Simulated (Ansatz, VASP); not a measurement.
**Two plane-wave programs on Ti**

Contents of POSCAR:

```
Ti
1.0
    2.9101302477      0.0000000000      0.0000000000
   -1.4550651239      2.5202467229      0.0000000000
    0.0000000000      0.0000000000      4.6167490031
Ti
2
Direct
    0.6666666667      0.3333333333      0.7500000000
    0.3333333333      0.6666666667      0.2500000000
```

The input INCAR.step1:

```
SYSTEM = Ti
PREC = Accurate
ENCUT = 520
EDIFF = 1E-5
ISMEAR = -1
SIGMA = 0.05
LREAL = .FALSE.
LASPH = .TRUE.
NELM = 60
ALGO = Normal
ISIF = 2
LWAVE = .TRUE.
LCHARG = .FALSE.
NBANDS = 19
GGA = PE
```

File INCAR.step2:

```
SYSTEM = Ti
PREC = Accurate
ENCUT = 520
EDIFF = 1E-6
ISMEAR = -1
SIGMA = 0.05
LREAL = .FALSE.
LASPH = .TRUE.
NELM = 60
ALGO = Normal
ISIF = 2
LWAVE = .FALSE.
LCHARG = .FALSE.
GGA = PS
LHFCALC = .TRUE.
AEXX = 0.25
PRECFOCK = Normal
NBANDS = 19
ISTART = 1
```

The input KPOINTS:

```
regular mesh
0
G
  5 5 3
  0 0 0
```

File input.yaml:

```yaml
crystal:
  lattice:
    - [2.9101302477, 0.0, 0.0]
    - [-1.4550651239, 2.5202467229, 0.0]
    - [0.0, 0.0, 4.6167490031]
  atoms:
    - { symbol: Ti, position: [0.6666666667, 0.3333333333, 0.75] }
    - { symbol: Ti, position: [0.3333333333, 0.6666666667, 0.25] }
hamiltonian:
  xc: { exchange: pbesol, correlation: pbesol, exx: { coeff: 0.25 } }
  pseudopotentials: { kind: paw }
kpoints:
  mp_grid: { grid: [5, 5, 3] }
scf:
  occupations: { method: fermi_dirac, width: 0.05 }
output:
  forces: true
  stress: true
  eigenvalues: true
  write_density: true
  write_potential: true
  elf: true
  volumetric_format: npy
```

Alike in both runs: task single point; functional PBEsol-based global hybrid with a share of 0.25 of exact exchange; k mesh 5 × 5 × 3; occupations fermi-dirac, width 0.05 eV; no spin polarisation.

|  | VASP | Ansatz |
| --- | --- | --- |
| version | VASP 6.6.1 | Ansatz 0.2.0 |
| potentials or method | VASP PAW PBE potentials, release 64 (Ti_sv) | Ansatz PAW |
| plane-wave cutoff (eV) | 520 | 420 |
| valence electrons in the cell | 24 | 24 |

```tsv
	VASP	Ansatz	Ansatz less VASP
gap on the k mesh at the Fermi level (eV)	none	none	-
pressure (GPa)	-3.1	-2.2	+0.82
traceless stress, the component that is largest in VASP (GPa)	-1.39	-1.43	-0.043
```

VASP's potentials were made for PBE, not for PBEsol-based global hybrid. A gap of «none» marks a metal or a gap that the smearing closes. The functional is the same, so the differences come from potentials, cutoffs and numerics.

The k mesh is coarse, so the values compare programs but aren't converged.
